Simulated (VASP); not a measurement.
## BeTe: single point with PBEsol

Crystal: BeTe.

```xyz
2
Lattice="0.0000 2.8030 2.8030 2.8030 0.0000 2.8030 2.8030 2.8030 0.0000" Properties=species:S:1:pos:R:3 pbc="T T T"
Be    0.0000    0.0000    0.0000
Te    1.4015    1.4015    1.4015
```

| Item | Value |
| --- | --- |
| Program | VASP 6.6.1 |
| Task | single point |
| Functional | PBEsol |
| Potentials or basis | VASP PAW PBE potentials, release 64 (Be, Te) |
| Cutoff | 520 eV |
| k mesh | 8 × 8 × 8 |
| Occupations | gaussian, width 0.02 eV |
| Spin | no spin polarisation |

```
Pressure               : 0.2 GPa
Band gap on the k mesh : 1.82 eV, indirect (least direct gap 3.59 eV)
```

Levels at points of the mesh, in eV from the valence-band top:
```tsv
k point	band 1	band 2	band 3	band 4	band 5	band 6	band 7	band 8	band 9
(0.00, 0.00, 0.00)	-12.43	0.00	0.00	0.00	3.59	3.59	3.59	3.83	8.21
(0.50, 0.00, 0.00)	-11.04	-5.66	-1.16	-1.16	3.07	4.55	4.55	7.66	10.90
(0.50, 0.50, 0.00)	-10.54	-5.20	-2.71	-2.71	1.82	2.59	9.79	9.79	11.59
```

It took 12 s on 1 thread of Intel(R) Xeon(R) Platinum 8488C (Sapphire Rapids), on a shared host, peak memory 0.17 GiB.

Caveat: the PAW data sets were made with another functional, which shifts forces and pressure a little; spin-orbit coupling is left out, which moves the levels of the heavy elements. A k mesh can miss the band edges.
